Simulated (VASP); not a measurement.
Mg4H, 10 atoms in the cell. The cell holds a slab with vacuum, 10 atoms: a = 6.420 Å, b = 5.138 Å, c = 21.664 Å, α = 90.00°, β = 90.00°, γ = 90.00°. 

```yaml
Program: VASP 6.6.1
Task: single point
Functional: PBE
Potentials_or_basis: VASP PAW PBE potentials, release 64 (Mg, H)
Cutoff: 520 eV
k_mesh: 4 × 5 × 1
Occupations: gaussian, width 0.1 eV
Spin: no spin polarisation
Dipole_correction: yes
Further_INCAR_settings: ALGO = Normal; EDIFF = 1e-07; NBANDS = 20
```

Potentials or basis: VASP PAW PBE potentials, release 64 (Mg, H).

Run with:

```bash
$ cat potpaw_PBE.64/Mg/POTCAR potpaw_PBE.64/H/POTCAR > POTCAR
$ mpirun -np 1 vasp_std > vasp.out
```

Hardware: 1 thread of Intel(R) Xeon(R) 6975P-C (Granite Rapids) (shared host).

Problem. Estimate the wall time of this run.

Solution. Run time: 3.6 min on 1 thread of Intel(R) Xeon(R) 6975P-C (Granite Rapids), with other jobs on the host, peak memory 0.64 GiB. Counts: scf iterations 25, k points 9.
